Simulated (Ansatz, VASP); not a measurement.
# Os: VASP beside Ansatz

```
CELL_PARAMETERS angstrom
0.00000 1.88665 1.91582
1.88665 0.00000 1.91582
1.88665 1.88665 0.00000
ATOMIC_POSITIONS crystal
Os 0.00000 0.00000 0.00000
```

Change from the starting cell: strain -0.030 along x and y, -0.015 along z, atoms carried along.

Alike in both runs: task single point; functional PBEsol; k mesh 20 × 20 × 20; occupations gaussian, width 0.15 eV; no spin polarisation.

|  | VASP | Ansatz |
| --- | --- | --- |
| version | VASP 6.6.1 | Ansatz 0.2.0 |
| potentials or method | VASP PAW PBE potentials, release 64 (Os), cutoff 520 eV | scalar-relativistic, plane waves, PAW |
| valence electrons in the cell | 8 | 16 |

|  | VASP | Ansatz | Ansatz less VASP |
| --- | --- | --- | --- |
| gap on the k mesh at the Fermi level (eV) | none | none | - |
| pressure (GPa) | 10.9 | 10.0 | -0.91 |
| traceless stress, the component that is largest in VASP (GPa) | -3.55 | -3.56 | -0.012 |

VASP's potentials were made for PBE, not for PBEsol. A gap of «none» marks a metal or a gap that the smearing closes. VASP's potentials hold 8 valence electrons a cell and Ansatz's 16, so a difference there can come from the potentials and not from the codes.

Neither program's run includes spin-orbit coupling.
